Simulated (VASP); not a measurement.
# C (P6_3/mmc) in VASP: notebook

Runs on C. Level: PBE. Tasks: single point.

All numbers are computed with VASP 6.6.1; they aren't measurements. Logs are shortened: lines on timing, memory, paths and dates and some standing lists are left out, and cuts for length are marked.

## (1) The cell of the first run

It takes space group P6_3/mmc (No. 194, hexagonal). The conventional cell has a = 2.531 Å, b = 2.531 Å, c = 8.748 Å, α = 90.00°, β = 90.00°, γ = 120.00°. Within 1.9 Å of C (site symmetry -6m2) lie 3 C at 1.46 Å. C (site symmetry -6m2) has 3 C at 1.46 Å within 1.9 Å.

## (2) Single point, PBE (volume scaled by 1.08)

Input file INCAR:

```
  PREC = Accurate
  ENCUT = 520
  EDIFF = 1E-6
  ISMEAR = -1
  SIGMA = 0.05
  LREAL = F
  LASPH = T
  NELM = 100
  ALGO = Normal
  ISIF = 2
  LWAVE = F
  LCHARG = F
  GGA = PE
  NBANDS = 16
```

Input file KPOINTS:

```
Automatic mesh
0
Gamma
  14 14 4
```

Input file POSCAR:

```
C
1.0
    2.5306616200      0.0000000000      0.0000000000
   -1.2653308100      2.1916172513      0.0000000000
    0.0000000000      0.0000000000      8.7483077794
C
4
Direct
    1.0000000000      1.0000000000      0.2500000000
    0.0000000000      0.0000000000      0.7500000000
    0.3333333333      0.6666666667      0.2500000000
    0.6666666667      0.3333333333      0.7500000000
```

Potentials or basis: VASP PAW PBE potentials, release 64 (C).

Run with:

```sh
> cat potpaw_PBE.64/C/POTCAR > POTCAR
> mpirun -np 1 vasp_std > vasp.out
```

OUTCAR:

```text
PREC = Accurate
   ENCUT = 520
   EDIFF = 1E-6
   ISMEAR = -1
   LREAL = F
   LASPH = T
   NELM = 100
   ISIF = 2
   GGA = PE

 ion  position               nearest neighbor table
   1  0.000  0.000  0.250-   3 1.46   3 1.46   3 1.46
   2  0.000  0.000  0.750-   4 1.46   4 1.46   4 1.46
   3  0.333  0.667  0.250-   1 1.46   1 1.46   1 1.46
   4  0.667  0.333  0.750-   2 1.46   2 1.46   2 1.46

  LATTYP: Found a hexagonal cell.
 ALAT       =     2.5306616200
 C/A-ratio  =     3.4569251417

  Lattice vectors:

 A1 = (   2.5306616200,   0.0000000000,   0.0000000000)
 A2 = (  -1.2653308100,   2.1916172513,   0.0000000000)
 A3 = (   0.0000000000,   0.0000000000,   8.7483077794)

Analysis of symmetry for initial positions (statically):
=====================================================================
 Subroutine PRICEL returns:
 Original cell was already a primitive cell.

 Routine SETGRP: Setting up the symmetry group for a
 hexagonal supercell.

 Subroutine GETGRP returns: Found 24 space group operations
 (whereof 12 operations were pure point group operations)
 out of a pool of 24 trial point group operations.

The static configuration has the point symmetry D_3d.
 The point group associated with its full space group is D_6h.

Analysis of symmetry for dynamics (positions and initial velocities):
=====================================================================
 Subroutine PRICEL returns:
 Original cell was already a primitive cell.

 Routine SETGRP: Setting up the symmetry group for a
 hexagonal supercell.

 Subroutine GETGRP returns: Found 24 space group operations
 (whereof 12 operations were pure point group operations)
 out of a pool of 24 trial point group operations.

The dynamic configuration has the point symmetry D_3d.
 The point group associated with its full space group is D_6h.

 Subroutine INISYM returns: Found 24 space group operations
 (whereof 12 operations are pure point group operations),
 and found     1 'primitive' translations

----------------------------------------------------------------------------------------

                                     Primitive cell

  volume of cell :      48.5202

  direct lattice vectors                    reciprocal lattice vectors
     2.530661620  0.000000000  0.000000000     0.395153580  0.228142026  0.000000000
    -1.265330810  2.191617251  0.000000000     0.000000000  0.456284052  0.000000000
     0.000000000  0.000000000  8.748307779     0.000000000  0.000000000  0.114307821

  length of vectors
[... 78 lines left out ...]
   ISTART =      0    job   : 0-new  1-cont  2-samecut
   ICHARG =      2    charge: 1-file 2-atom 10-const
   ISPIN  =      1    spin polarized calculation?
   LNONCOLLINEAR =      F non collinear calculations
   LSORBIT =      F    spin-orbit coupling
   LASPH  =      T    aspherical Exc in radial PAW
   ENCUT  =  520.0 eV  38.22 Ry    6.18 a.u.   4.71  4.71 16.27*2*pi/ulx,y,z
   NELM   =    100;   NELMIN=  2; NELMDL= -5     # of ELM steps
   EDIFF  = 0.1E-05   stopping-criterion for ELM
   LREAL  =      F    real-space projection
   EDIFFG = 0.1E-04   stopping-criterion for IOM
   NSW    =      0    number of steps for IOM
   IBRION =     -1    ionic relax: 0-MD 1-quasi-New 2-CG
   NFREE  =      0    steps in history (QN), initial steepest desc. (CG)
   ISIF   =      2    stress and relaxation
   ISYM   =      2    0-nonsym 1-usesym 2-fastsym
   POTIM  = 0.5000    time-step for ionic-motion
   TEBEG  =    0.0;   TEEND  =   0.0 temperature during run
   PSTRESS=    0.0 pullay stress
   NELECT =      16.0000    total number of electrons
   NUPDOWN=      -1.0000    fix difference up-down
   EMIN   =  10.00;   EMAX   =-10.00  energy-range for DOS
   EFERMI =   0.00;   METHOD = LEGACY
   ISMEAR =    -1;   SIGMA  =   0.05  broadening in eV -4-tet -1-fermi 0-gaus
   EFERMI_NEDOS =   21; number of points for ismear=-14 and -15
   IALGO  =     38    algorithm
   IMIX   =      4    mixing-type and parameters
     AMIX     =   0.40;   BMIX     =  1.00
     AMIX_MAG =   1.60;   BMIX_MAG =  1.00
  volume/ion in A,a.u.               =      12.13        81.86
  Fermi-wavevector in a.u.,A,eV,Ry     =   1.131029  2.137336 17.404946  1.279227
  Thomas-Fermi vector in A             =   2.267727
   LORBIT       =      0    0 simple, 1 ext, 2 COOP (PROOUT), +10 PAW based schemes
   GGA     = PE    functional components
[... 5 lines left out ...]
 non-spin polarized calculation
  energy-cutoff  :      520.00
  volume of cell :       48.52
 maximum number of plane-waves:      1329
 NGX is ok and might be reduce to    20
   NGX =  9   NGY =  9   NGZ = 33

 number of electron      16.0000000 magnetization

 Free energy of the ion-electron system (eV)
  ---------------------------------------------------
  ext. energy  EPLUGINS =         0.00000000
  ---------------------------------------------------
  free energy    TOTEN  =       -36.74440505 eV

  energy without entropy =      -36.74440312  energy(sigma->0) =      -36.74440409

 E-fermi :   2.2141     XC(G=0):  -8.4412

 val. band max:        1.6926138959   @ k =   0.3571   0.2857   0.0000
 cond. band min:       2.7569475766   @ k =   0.3571   0.2857   0.0000
 fundamental gap:      1.0643336807
 Fermi energy:         2.2140706268

 k-point     1 :       0.0000    0.0000    0.0000
  band No.  band energies     occupation
      1     -16.7032      2.00000
      2     -16.6739      2.00000
      3      -5.0983      2.00000
      4      -4.6722      2.00000
      5      -0.8490      2.00000
      6      -0.8490      2.00000
[... 433 lines left out ...]
      3      -9.8789      2.00000
      4      -9.8786      2.00000
      5      -7.5495      2.00000
      6      -7.5444      2.00000
[... 8 lines left out ...]
     15      14.0374      0.00000
     16      14.6613      0.00000

 [... further k-points ...]
[... 5 lines left out ...]
  --------------------------------------------------------------------------------------
  -------------------------------------------------------------------------------------
  Total       -6.4554375     -6.4554375     -0.0128195     -0.0000000      0.0000000      0.0000000
  in kB     -213.1637841   -213.1637841     -0.4233104     -0.0000000      0.0000000      0.0000000
  external PRESSURE =    -142.2502929 kB  Pullay stress =       0.0000000 kB

 VOLUME and BASIS-vectors are now :
 -----------------------------------------------------------------------------
  energy-cutoff  :      520.00
  volume of cell :       48.52
      direct lattice vectors                 reciprocal lattice vectors
     2.530661620  0.000000000  0.000000000     0.395153580  0.228142026  0.000000000
    -1.265330810  2.191617251  0.000000000     0.000000000  0.456284052  0.000000000
     0.000000000  0.000000000  8.748307779     0.000000000  0.000000000  0.114307821

 POSITION                                       TOTAL-FORCE (eV/Angst)
 -----------------------------------------------------------------------------------
      0.00000      0.00000      2.18708         0.000000      0.000000      0.000000
      0.00000      0.00000      6.56123        -0.000000     -0.000000     -0.000000
     -0.00000      1.46108      2.18708         0.000000     -0.000000     -0.000000
      1.26533      0.73054      6.56123        -0.000000      0.000000     -0.000000
 -----------------------------------------------------------------------------------
    total drift:                                0.000000     -0.000000      0.000000

  FREE ENERGIE OF THE ION-ELECTRON SYSTEM (eV)
  ---------------------------------------------------
  free  energy   TOTEN  =       -36.7444050480 eV

  energy  without entropy=      -36.7444031229  energy(sigma->0) =      -36.74440409
```

Wall time 86 s (1 thread of Intel Xeon Platinum 8259CL at 2.50GHz (Skylake/Cascade Lake), shared host); peak memory 0.18 GiB.

Results:

```yaml
Free_energy: -36.7444 eV
Pressure: -14.2 GPa
Band_gap_on_the_k_mesh: 1.06 eV, direct
```

Levels at points of the mesh, in eV from the valence-band top:
```
           k point  band 6  band 7  band 8  band 9  band 10  band 11
(0.00, 0.00, 0.00)   -2.54   -2.54   -2.54    3.80     6.88     8.34
(0.50, 0.00, 0.00)   -5.68   -1.75   -1.63    2.08     2.26     7.13
(0.00, 0.00, 0.50)   -2.54   -2.54   -2.54    4.97     4.97     8.34
(0.50, 0.00, 0.50)   -5.68   -1.69   -1.69    2.16     2.16     7.15
```

Caveat: the cell differs from its parent crystal (volume scaled by 1.08); this functional lacks dispersion, which binds the layers, so the pressure and a relaxed spacing across them are unreliable. A k mesh can miss the band edges.

## (3) Single point, PBE (volume scaled by 1.12)

INCAR is that of step 2.

KPOINTS is that of step 2.

Input file POSCAR:

```
C
1.0
    2.5615263890      0.0000000000      0.0000000000
   -1.2807631945      2.2183469253      0.0000000000
    0.0000000000      0.0000000000      8.8550049752
C
4
Direct
    1.0000000000      1.0000000000      0.2500000000
    0.0000000000      0.0000000000      0.7500000000
    0.3333333333      0.6666666667      0.2500000000
    0.6666666667      0.3333333333      0.7500000000
```

Potentials or basis: VASP PAW PBE potentials, release 64 (C).

Run with:

```sh
> cat potpaw_PBE.64/C/POTCAR > POTCAR
> mpirun -np 1 vasp_std > vasp.out
```

OUTCAR:

```text
PREC = Accurate
   ENCUT = 520
   EDIFF = 1E-6
   ISMEAR = -1
   LREAL = F
   LASPH = T
   NELM = 100
   ISIF = 2
   GGA = PE

 ion  position               nearest neighbor table
   1  0.000  0.000  0.250-   3 1.48   3 1.48   3 1.48
   2  0.000  0.000  0.750-   4 1.48   4 1.48   4 1.48
   3  0.333  0.667  0.250-   1 1.48   1 1.48   1 1.48
   4  0.667  0.333  0.750-   2 1.48   2 1.48   2 1.48

  LATTYP: Found a hexagonal cell.
 ALAT       =     2.5615263890
 C/A-ratio  =     3.4569251417

  Lattice vectors:

 A1 = (   2.5615263890,   0.0000000000,   0.0000000000)
 A2 = (  -1.2807631945,   2.2183469253,   0.0000000000)
 A3 = (   0.0000000000,   0.0000000000,   8.8550049752)

Analysis of symmetry for initial positions (statically):
=====================================================================
 Subroutine PRICEL returns:
 Original cell was already a primitive cell.

 Routine SETGRP: Setting up the symmetry group for a
 hexagonal supercell.

 Subroutine GETGRP returns: Found 24 space group operations
 (whereof 12 operations were pure point group operations)
 out of a pool of 24 trial point group operations.

The static configuration has the point symmetry D_3d.
[... 163 lines left out ...]
  free energy    TOTEN  =       -36.55386800 eV

  energy without entropy =      -36.55386541  energy(sigma->0) =      -36.55386670

 E-fermi :   1.9521     XC(G=0):  -8.3111

 val. band max:        1.4450046809   @ k =   0.3571   0.2857   0.0000
 cond. band min:       2.4795650977   @ k =   0.3571   0.2857   0.0000
 fundamental gap:      1.0345604168
 Fermi energy:         1.9520978567

 k-point     1 :       0.0000    0.0000    0.0000
  band No.  band energies     occupation
      1     -16.6816      2.00000
      2     -16.6551      2.00000
      3      -5.1192      2.00000
      4      -4.7180      2.00000
      5      -1.1153      2.00000
      6      -1.1153      2.00000
[... 433 lines left out ...]
      3     -10.0175      2.00000
      4     -10.0169      2.00000
      5      -7.5794      2.00000
      6      -7.5750      2.00000
[... 8 lines left out ...]
     15      13.4927      0.00000
     16      14.0115      0.00000

 [... further k-points ...]
[... 5 lines left out ...]
  --------------------------------------------------------------------------------------
  -------------------------------------------------------------------------------------
  Total       -9.2945485     -9.2945485     -0.0165990     -0.0000000     -0.0000000      0.0000000
  in kB     -295.9523340   -295.9523340     -0.5285382     -0.0000000     -0.0000000      0.0000000
  external PRESSURE =    -197.4777354 kB  Pullay stress =       0.0000000 kB

 VOLUME and BASIS-vectors are now :
 -----------------------------------------------------------------------------
  energy-cutoff  :      520.00
  volume of cell :       50.32
      direct lattice vectors                 reciprocal lattice vectors
     2.561526389  0.000000000  0.000000000     0.390392230  0.225393059  0.000000000
    -1.280763194  2.218346925  0.000000000     0.000000000  0.450786119  0.000000000
     0.000000000  0.000000000  8.855004975     0.000000000  0.000000000  0.112930484

 POSITION                                       TOTAL-FORCE (eV/Angst)
 -----------------------------------------------------------------------------------
      0.00000      0.00000      2.21375         0.000000     -0.000000      0.000000
      0.00000      0.00000      6.64125        -0.000000      0.000000      0.000000
     -0.00000      1.47890      2.21375        -0.000000      0.000000     -0.000000
      1.28076      0.73945      6.64125         0.000000     -0.000000      0.000000
 -----------------------------------------------------------------------------------
    total drift:                                0.000000      0.000000      0.000000

  FREE ENERGIE OF THE ION-ELECTRON SYSTEM (eV)
  ---------------------------------------------------
  free  energy   TOTEN  =       -36.5538680001 eV

  energy  without entropy=      -36.5538654056  energy(sigma->0) =      -36.55386670
```

Wall time 84 s (1 thread of Intel Xeon Platinum 8259CL at 2.50GHz (Skylake/Cascade Lake), shared host); peak memory 0.18 GiB.

Results:

| Quantity | Value |
| --- | --- |
| Free energy | -36.5539 eV |
| Pressure | -19.7 GPa |
| Band gap on the k mesh | 1.03 eV, direct |

Caveat: the cell differs from its parent crystal (volume scaled by 1.12); this functional lacks dispersion, which binds the layers, so the pressure and a relaxed spacing across them are unreliable. A k mesh can miss the band edges.

## (4) Single point, PBE, non-collinear spin, zero start, spin-orbit coupling

This run uses another cell than the first one, of 11.23 Å³/atom, 0.926 times its volume.

Input file INCAR:

```
SYSTEM = C
PREC = Accurate ; ENCUT = 520
EDIFF = 1E-7 ; ISMEAR = -1
SIGMA = 0.05 ; LREAL = .False.
LASPH = .True. ; NELM = 150
ALGO = Normal ; ISIF = 2
LWAVE = .False. ; LCHARG = .True.
MAGMOM = 0 0 0 0 0 0 0 0 0 0 0 0 ; LORBIT = 11
LSORBIT = .True. ; GGA_COMPAT = .False.
LORBMOM = .True. ; GGA = PE
LVHAR = .True. ; NBANDS = 30
```

Input file KPOINTS:

```
Automatic mesh
0
Gamma
  11 11 3
  0 0 0
```

Input file POSCAR:

```
C
1.0
    2.4665664888      0.0000000000      0.0000000000
   -1.2332832444      2.1361092394      0.0000000000
    0.0000000000      0.0000000000      8.5267357088
C
4
Direct
    1.0000000000      1.0000000000      0.2500000000
    0.0000000000      0.0000000000      0.7500000000
    0.3333333333      0.6666666667      0.2500000000
    0.6666666667      0.3333333333      0.7500000000
```

Run with:

```sh
> cat potpaw_PBE.64/C/POTCAR > POTCAR
> mpirun -np 1 vasp_ncl > vasp.out
```

Wall time 2.7 min (1 thread of Intel Xeon Platinum 8259CL at 2.50GHz (Skylake/Cascade Lake), shared host); peak memory 0.24 GiB.

The run converged. Its results:

```
Free energy                                           : -36.9081 eV
Pressure                                              : 0.3 GPa
Net moment                                            : 0.00 μB per cell
Valence electrons inside the program's atomic spheres : C 2.65
```

Stress tensor (GPa, compression positive):
```
 0.52  0.00  0.00
 0.00  0.52  0.00
 0.00  0.00 -0.02
```

Moments on the atoms (μB; x, y, z):
```
C   0.00 0.00 0.00
C   0.00 0.00 0.00
C   0.00 0.00 0.00
C   0.00 0.00 0.00
```

Caveat: this functional lacks dispersion, which binds the layers, so the pressure and a relaxed spacing across them are unreliable.

## (5) Single point, PBE

This run uses another cell than the first one, of 11.23 Å³/atom, 0.926 times its volume.

Input file INCAR:

```
PREC     = Accurate       # precision mode
ENCUT    = 600            # plane-wave cutoff, eV
EDIFF    = 1E-6           # SCF threshold, eV
ISMEAR   = -1             # smearing method
SIGMA    = 0.1            # smearing width, eV
LREAL    = F              # projectors in reciprocal space
LASPH    = T              # aspherical terms in the spheres
NELM     = 120            # most SCF steps
ALGO     = Normal         # electronic algorithm
ISIF     = 2              # what is computed and relaxed
LWAVE    = F              # write WAVECAR
LCHARG   = F              # write CHGCAR
GGA      = PE             # functional
NBANDS   = 16             # bands
GGA_COMPAT= F
```

Input file KPOINTS:

```
Automatic mesh
0
Gamma
  8 8 2
```

Input file POSCAR:

```
C
1.0
    2.4665664305      0.0000000000      0.0000000000
   -1.2332832153      2.1361091889      0.0000000000
    0.0000000000      0.0000000000      8.5267203569
C
4
Direct
    0.0000000000      0.0000000000      0.2500000000
    1.0000000000      1.0000000000      0.7500000000
    0.3333333333      0.6666666667      0.2500000000
    0.6666666667      0.3333333333      0.7500000000
```

Run with:

```sh
> cat potpaw_PBE.64/C/POTCAR > POTCAR
> mpirun -np 1 vasp_std > vasp.out
```

Wall time 12 s (1 thread of AMD EPYC 7R13 (Zen 3), shared host); peak memory 0.13 GiB.

It converged, with:

```yaml
Free_energy: -36.9154 eV
Pressure: 0.0 GPa
Band_gap_on_the_k_mesh: 1.90 eV, indirect (least direct gap 1.91 eV)
```

Stress tensor (GPa, compression positive):
```
 0.13  0.00  0.00
 0.00  0.13  0.00
 0.00  0.00 -0.21
```

Levels at points of the mesh, in eV from the valence-band top:
```tsv
k point	band 5	band 6	band 7	band 8	band 9	band 10	band 11	band 12
(0.00, 0.00, 0.00)	-2.09	-2.09	-2.09	-2.09	4.04	7.35	9.26	9.26
(0.50, 0.00, 0.00)	-5.46	-5.46	-1.48	-1.33	2.54	2.75	8.29	8.34
(0.00, 0.00, 0.50)	-2.09	-2.09	-2.09	-2.09	5.31	5.31	9.26	9.26
(0.50, 0.00, 0.50)	-5.46	-5.46	-1.40	-1.40	2.63	2.63	8.32	8.32
```

Caveat: this functional lacks dispersion, which binds the layers, so the pressure and a relaxed spacing across them are unreliable. A k mesh can miss the band edges.

## (6) Summary

```csv
spin,cell,k mesh,cutoff (eV),smearing,gap on the mesh (eV),pressure (GPa)
off,"a = 2.531, b = 2.531, c = 8.748 Å, angles 90.0, 90.0, 120.0°, 4 atoms",14 × 14 × 4,520,fermi-dirac 0.05 eV,1.06,-14.2
off,"a = 2.562, b = 2.562, c = 8.855 Å, angles 90.0, 90.0, 120.0°, 4 atoms",14 × 14 × 4,520,fermi-dirac 0.05 eV,1.03,-19.7
"non-collinear, zero start, SOC","a = 2.467, b = 2.467, c = 8.527 Å, angles 90.0, 90.0, 120.0°, 4 atoms",11 × 11 × 3,520,fermi-dirac 0.05 eV,-,0.3
off,"a = 2.467, b = 2.467, c = 8.527 Å, angles 90.0, 90.0, 120.0°, 4 atoms",8 × 8 × 2,600,fermi-dirac 0.1 eV,1.90,0.0
```

Alike in all rows: task single point; level PBE; potentials or basis VASP PAW PBE potentials, release 64 (C).

Caveats: this functional lacks dispersion, which binds the layers, so the pressure and a relaxed spacing across them are unreliable.

Total energies depend on the potentials used, so only differences within one code and one set of settings carry meaning.
